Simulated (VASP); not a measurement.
# KHf (Pm-3m) in VASP: relaxation of cell and atoms with PBE

Aim: the relaxation of cell and atoms of KHf with PBE.

Program: VASP 6.6.1. These are calculated values, not measurements. Logs are shortened: lines on timing, memory, paths and dates and some standing lists are left out, and cuts for length are marked.

**1. The cell of the first run**

The structure is cubic, space group Pm-3m (No. 221). The conventional cell has a = 4.006 Å, b = 4.006 Å, c = 4.006 Å, α = 90.00°, β = 90.00°, γ = 90.00°. Within 4.6 Å of K (site symmetry m-3m) lie 8 Hf at 3.47 Å and 6 K at 4.01 Å. Within 4.6 Å of Hf (site symmetry m-3m) lie 8 K at 3.47 Å and 6 Hf at 4.01 Å.

**2. Relaxation of cell and atoms, PBE**

The input, INCAR:

```
SYSTEM = KHf
PREC     = Accurate       ! precision mode
ENCUT    = 600            ! plane-wave cutoff, eV
EDIFF    = 1E-6           ! SCF threshold, eV
ISMEAR   = 0              ! smearing method
SIGMA    = 0.1            ! smearing width, eV
LREAL    = .FALSE.        ! projectors in reciprocal space
LASPH    = .TRUE.         ! aspherical terms in the spheres
NELM     = 60             ! most SCF steps
ALGO     = Fast           ! electronic algorithm
ISIF     = 3              ! what is computed and relaxed
LWAVE    = .FALSE.        ! write WAVECAR
LCHARG   = .FALSE.        ! write CHGCAR
GGA      = PE             ! functional
IBRION   = 2              ! ionic algorithm
NSW      = 100            ! ionic steps
EDIFFG   = -0.01          ! ionic threshold
```

The input, KPOINTS:

```
Automatic mesh
0
G
  14 14 14
  0 0 0
```

The input, POSCAR:

```
KHf
1.0
    4.0064360472      0.0000000000      0.0000000000
    0.0000000000      4.0064360472      0.0000000000
    0.0000000000      0.0000000000      4.0064360472
K Hf
1 1
Direct
    0.0000000000      0.0000000000      0.0000000000
    0.5000000000      0.5000000000      0.5000000000
```

Potentials or basis: VASP PAW PBE potentials, release 64 (K_sv, Hf_pv).

Run with:

```
$ cat potpaw_PBE.64/K_sv/POTCAR potpaw_PBE.64/Hf_pv/POTCAR > POTCAR
$ mpirun -np 1 vasp_std > vasp.out
```

OUTCAR:

```text
SYSTEM = KHf
   PREC = Accurate
   ENCUT = 600
   EDIFF = 1E-6
   ISMEAR = 0
   LREAL = .FALSE.
   LASPH = .TRUE.
   NELM = 60
   ISIF = 3
   GGA = PE
   IBRION = 2
   NSW = 100
   EDIFFG = -0.01

 ion  position               nearest neighbor table
   1  0.000  0.000  0.000-   2 3.47   2 3.47   2 3.47   2 3.47   2 3.47   2 3.47   2 3.47   2 3.47

   2  0.500  0.500  0.500-   1 3.47   1 3.47   1 3.47   1 3.47   1 3.47   1 3.47   1 3.47   1 3.47

  LATTYP: Found a simple cubic cell.
 ALAT       =     4.0064360472

  Lattice vectors:

 A1 = (   4.0064360472,   0.0000000000,   0.0000000000)
 A2 = (   0.0000000000,   4.0064360472,   0.0000000000)
 A3 = (   0.0000000000,   0.0000000000,   4.0064360472)

Analysis of symmetry for initial positions (statically):
=====================================================================
 Subroutine PRICEL returns:
 Original cell was already a primitive cell.

 Routine SETGRP: Setting up the symmetry group for a
 simple cubic supercell.

 Subroutine GETGRP returns: Found 48 space group operations
 (whereof 48 operations were pure point group operations)
 out of a pool of 48 trial point group operations.

The static configuration has the point symmetry O_h .

Analysis of symmetry for dynamics (positions and initial velocities):
=====================================================================
 Subroutine PRICEL returns:
 Original cell was already a primitive cell.

 Routine SETGRP: Setting up the symmetry group for a
 simple cubic supercell.

 Subroutine GETGRP returns: Found 48 space group operations
 (whereof 48 operations were pure point group operations)
 out of a pool of 48 trial point group operations.

The dynamic configuration has the point symmetry O_h .

 Subroutine INISYM returns: Found 48 space group operations
 (whereof 48 operations are pure point group operations),
 and found     1 'primitive' translations

----------------------------------------------------------------------------------------

                                     Primitive cell

  volume of cell :      64.3094

  direct lattice vectors                    reciprocal lattice vectors
     4.006436047  0.000000000  0.000000000     0.249598393  0.000000000  0.000000000
     0.000000000  4.006436047  0.000000000     0.000000000  0.249598393  0.000000000
     0.000000000  0.000000000  4.006436047     0.000000000  0.000000000  0.249598393

  length of vectors
     4.006436047  4.006436047  4.006436047     0.249598393  0.249598393  0.249598393

  position of ions in fractional coordinates (direct lattice)
     0.000000000  0.000000000  0.000000000
     0.500000000  0.500000000  0.500000000

  ion indices of the primitive-cell ions
   primitive index   ion index
                 1           1
                 2           2

----------------------------------------------------------------------------------------

 KPOINTS: Automatic mesh

Automatic generation of k-mesh.
 Grid dimensions read from file:
 generate k-points for:   14   14   14

 Generating k-lattice:

  Cartesian coordinates                     Fractional coordinates (reciprocal lattice)
     0.017828457  0.000000000  0.000000000     0.071428571  0.000000000  0.000000000
     0.000000000  0.017828457  0.000000000     0.000000000  0.071428571  0.000000000
     0.000000000  0.000000000  0.017828457     0.000000000  0.000000000  0.071428571

  Length of vectors
     0.017828457  0.017828457  0.017828457

  Shift w.r.t. Gamma in fractional coordinates (k-lattice)
     0.000000000  0.000000000  0.000000000

 Subroutine IBZKPT returns following result:
 ===========================================

 Found    120 irreducible k-points:

 Following reciprocal coordinates:
            Coordinates               Weight
  0.000000  0.000000  0.000000      1.000000
  0.071429  0.000000  0.000000      6.000000
  0.142857  0.000000  0.000000      6.000000
  0.214286  0.000000  0.000000      6.000000
  0.285714  0.000000  0.000000      6.000000
  0.357143  0.000000  0.000000      6.000000
[... 16 lines left out ...]
  0.285714  0.214286  0.000000     24.000000
  0.357143  0.214286  0.000000     24.000000
 [... further k-points ...]
   k-points           NKPTS =    120   k-points in BZ     NKDIM =    120   number of bands    NBANDS=     13
   number of dos      NEDOS =    301   number of ions     NIONS =      2
   total plane-waves  NPLWV =  32768
   dimension x,y,z NGX =    32 NGY =   32 NGZ =   32
   dimension x,y,z NGXF=    64 NGYF=   64 NGZF=   64
   ions per type =               1   1
   NGX,Y,Z   is equivalent  to a cutoff of  13.28, 13.28, 13.28 a.u.
   NGXF,Y,Z  is equivalent  to a cutoff of  26.56, 26.56, 26.56 a.u.
 SYSTEM =  KHf
   PREC   = accura    normal or accurate (medium, high low for compatibility)
   ISTART =      0    job   : 0-new  1-cont  2-samecut
   ICHARG =      2    charge: 1-file 2-atom 10-const
   ISPIN  =      1    spin polarized calculation?
   LNONCOLLINEAR =      F non collinear calculations
   LSORBIT =      F    spin-orbit coupling
   LASPH  =      T    aspherical Exc in radial PAW
   ENCUT  =  600.0 eV  44.10 Ry    6.64 a.u.   8.00  8.00  8.00*2*pi/ulx,y,z
   NELM   =     60;   NELMIN=  2; NELMDL= -5     # of ELM steps
   EDIFF  = 0.1E-05   stopping-criterion for ELM
   LREAL  =      F    real-space projection
   EDIFFG = -.1E-01   stopping-criterion for IOM
   NSW    =    100    number of steps for IOM
   IBRION =      2    ionic relax: 0-MD 1-quasi-New 2-CG
   NFREE  =      1    steps in history (QN), initial steepest desc. (CG)
   ISIF   =      3    stress and relaxation
   ISYM   =      2    0-nonsym 1-usesym 2-fastsym
   POTIM  = 0.5000    time-step for ionic-motion
   TEBEG  =    0.0;   TEEND  =   0.0 temperature during run
   PSTRESS=    0.0 pullay stress
   NELECT =      19.0000    total number of electrons
   NUPDOWN=      -1.0000    fix difference up-down
   EMIN   =  10.00;   EMAX   =-10.00  energy-range for DOS
   EFERMI =   0.00;   METHOD = LEGACY
   ISMEAR =     0;   SIGMA  =   0.10  broadening in eV -4-tet -1-fermi 0-gaus
   EFERMI_NEDOS =   21; number of points for ismear=-14 and -15
   IALGO  =     68    algorithm
   IMIX   =      4    mixing-type and parameters
     AMIX     =   0.40;   BMIX     =  1.00
     AMIX_MAG =   1.60;   BMIX_MAG =  1.00
  volume/ion in A,a.u.               =      32.15       216.99
  Fermi-wavevector in a.u.,A,eV,Ry     =   1.090355  2.060472 16.175605  1.188873
  Thomas-Fermi vector in A             =   2.226577
   LORBIT       =      0    0 simple, 1 ext, 2 COOP (PROOUT), +10 PAW based schemes
   GGA     = PE    functional components
   LHFCALC =     F    Hartree Fock is set to
   AEXX    =    0.0000 exact exchange contribution
   IVDW    =     0    specifies the selected vdW correction
   LEPSILON=     F    determine dielectric tensor
   LRPA    =     F    only Hartree local field effects (RPA)
 conjugate gradient relaxation of ions
 non-spin polarized calculation
 RMM-DIIS sequential band-by-band and
 Gauss-broadening in eV      SIGMA  =   0.10
  energy-cutoff  :      600.00
  volume of cell :       64.31
 maximum number of plane-waves:      2192
   NGX = 17   NGY = 17   NGZ = 17

 number of electron      18.9999996 magnetization

 Free energy of the ion-electron system (eV)
  ---------------------------------------------------
  ext. energy  EPLUGINS =         0.00000000
  ---------------------------------------------------
  free energy    TOTEN  =        -7.45809832 eV

  energy without entropy =       -7.45018259  energy(sigma->0) =       -7.45414045

 E-fermi :   2.1585     XC(G=0):  -8.9594

 val. band max:        2.1550814276   @ k =   0.5000   0.4286   0.4286
 cond. band min:       2.1804540545   @ k =   0.5000   0.4286   0.4286
 fundamental gap:      0.0253726269
 Fermi energy:         2.1584682223

 k-point     1 :       0.0000    0.0000    0.0000
  band No.  band energies     occupation
      1     -29.7853      2.00000
      2     -29.7853      2.00000
      3     -29.7853      2.00000
      4     -28.1619      2.00000
      5     -11.6598      2.00000
      6     -11.6598      2.00000
      7     -11.6598      2.00000
      8      -2.4819      2.00000
      9       1.1954      2.00000
     10       1.1954      2.00000
     11       3.8216      0.00000
     12       3.8216      0.00000
     13       3.8216      0.00000

 k-point     2 :       0.0714    0.0000    0.0000
  band No.  band energies     occupation
      1     -29.7872      2.00000
      2     -29.7852      2.00000
      3     -29.7852      2.00000
      4     -28.1608      2.00000
      5     -11.6731      2.00000
      6     -11.6593      2.00000
      7     -11.6593      2.00000
      8      -2.4146      2.00000
      9       1.2204      2.00000
     10       1.2307      2.00000
     11       3.7884      0.00000
     12       3.7884      0.00000
     13       3.8337      0.00000

 k-point     3 :       0.1429    0.0000    0.0000
  band No.  band energies     occupation
      1     -29.7923      2.00000
      2     -29.7848      2.00000
      3     -29.7848      2.00000
      4     -28.1578      2.00000
      5     -11.7100      2.00000
      6     -11.6577      2.00000
      7     -11.6577      2.00000
      8      -2.2173      2.00000
      9       1.2931      2.00000
     10       1.3255      2.00000
     11       3.6988      0.00000
     12       3.6988      0.00000
     13       3.8684      0.00000

 k-point     4 :       0.2143    0.0000    0.0000
  band No.  band energies     occupation
      1     -29.7997      2.00000
      2     -29.7843      2.00000
      3     -29.7843      2.00000
      4     -28.1534      2.00000
      5     -11.7624      2.00000
      6     -11.6554      2.00000
      7     -11.6554      2.00000
      8      -1.9034      2.00000
      9       1.4051      2.00000
     10       1.4447      2.00000
     11       3.5765      0.00000
     12       3.5765      0.00000
     13       3.9198      0.00000

 k-point     5 :       0.2857    0.0000    0.0000
  band No.  band energies     occupation
      1     -29.8079      2.00000
      2     -29.7837      2.00000
      3     -29.7837      2.00000
      4     -28.1486      2.00000
      5     -11.8195      2.00000
      6     -11.6529      2.00000
      7     -11.6529      2.00000
      8      -1.4979      2.00000
      9       1.5274      2.00000
     10       1.5413      2.00000
     11       3.4494      0.00000
     12       3.4494      0.00000
     13       3.9791      0.00000
[... 257 lines left out ...]
 k-point    22 :       0.2143    0.2143    0.0000
  band No.  band energies     occupation
      1     -29.7992      2.00000
      2     -29.7963      2.00000
      3     -29.7833      2.00000
      4     -28.1476      2.00000
      5     -11.7628      2.00000
      6     -11.7345      2.00000
      7     -11.6486      2.00000
      8      -1.3917      2.00000
      9       1.5225      2.00000
     10       1.7750      2.00000
     11       3.1108      0.00000
     12       3.4023      0.00000
     13       3.6858      0.00000

 k-point    23 :       0.2857    0.2143    0.0000
  band No.  band energies     occupation
      1     -29.8057      2.00000
      2     -29.7964      2.00000
      3     -29.7828      2.00000
      4     -28.1443      2.00000
      5     -11.8038      2.00000
      6     -11.7377      2.00000
      7     -11.6447      2.00000
      8      -1.0390      2.00000
      9       1.5550      2.00000
     10       1.9437      1.99761
     11       2.9348      0.00000
     12       3.2850      0.00000
     13       3.5920      0.00000

 k-point    24 :       0.3571    0.2143    0.0000
  band No.  band energies     occupation
      1     -29.8124      2.00000
      2     -29.7956      2.00000
      3     -29.7823      2.00000
      4     -28.1413      2.00000
      5     -11.8480      2.00000
      6     -11.7326      2.00000
      7     -11.6412      2.00000
      8      -0.6530      2.00000
      9       1.5178      2.00000
     10       2.0255      1.93996
     11       2.9220      0.00000
     12       3.1767      0.00000
     13       3.5203      0.00000

 [... further k-points ...]
[... 5 lines left out ...]
  --------------------------------------------------------------------------------------
  -------------------------------------------------------------------------------------
  Total       -0.0162436     -0.0162436     -0.0162436     -0.0000000     -0.0000000      0.0000000
  in kB       -0.4046861     -0.4046861     -0.4046861     -0.0000000     -0.0000000      0.0000000
  external PRESSURE =      -0.4046861 kB  Pullay stress =       0.0000000 kB

 VOLUME and BASIS-vectors are now :
 -----------------------------------------------------------------------------
  energy-cutoff  :      600.00
  volume of cell :       64.31
      direct lattice vectors                 reciprocal lattice vectors
     4.006436047  0.000000000  0.000000000     0.249598393  0.000000000  0.000000000
     0.000000000  4.006436047  0.000000000     0.000000000  0.249598393  0.000000000
     0.000000000  0.000000000  4.006436047     0.000000000  0.000000000  0.249598393

 POSITION                                       TOTAL-FORCE (eV/Angst)
 -----------------------------------------------------------------------------------
      0.00000      0.00000      0.00000         0.000000      0.000000      0.000000
      2.00322      2.00322      2.00322         0.000000      0.000000      0.000000
 -----------------------------------------------------------------------------------
    total drift:                                0.000000      0.000000     -0.000000

  FREE ENERGIE OF THE ION-ELECTRON SYSTEM (eV)
  ---------------------------------------------------
  free  energy   TOTEN  =        -7.4580983189 eV

  energy  without entropy=       -7.4501825897  energy(sigma->0) =       -7.45414045

 reached required accuracy - stopping structural energy minimisation
```

It took 4.6 min on 1 thread of Intel Xeon 8259CL, shared host; peak memory 0.29 GiB.

What came out:

```
Free energy             : -7.4581 eV
Pressure after relaxing : 0.0 GPa
Band gap on the k mesh  : zero (an odd number of electrons rules out a gap without spin polarisation)
```

Final structure:
```
K Hf
1.0
     4.00644    0.00000    0.00000
     0.00000    4.00644    0.00000
     0.00000    0.00000    4.00644
K Hf
1 1
Direct
  0.00000 0.00000 0.00000
  0.50000 0.50000 0.50000
```

Levels at points of the mesh, in eV from the Fermi level:
| k point | band 8 | band 9 | band 10 | band 11 | band 12 | band 13 |
| --- | --- | --- | --- | --- | --- | --- |
| (0.00, 0.00, 0.00) | -4.64 | -0.96 | -0.96 | 1.66 | 1.66 | 1.66 |
| (0.50, 0.00, 0.00) | -2.60 | -0.90 | -0.34 | 1.09 | 1.09 | 1.94 |
| (0.50, 0.50, 0.00) | -2.03 | -0.98 | 0.67 | 0.67 | 1.31 | 1.31 |
| (0.50, 0.50, 0.50) | -0.03 | -0.03 | -0.03 | 1.22 | 1.22 | 1.22 |

Caveat: the relaxation stopped at its first step, so nothing moved; spin-orbit coupling is left out, which moves the levels of the heavy elements.
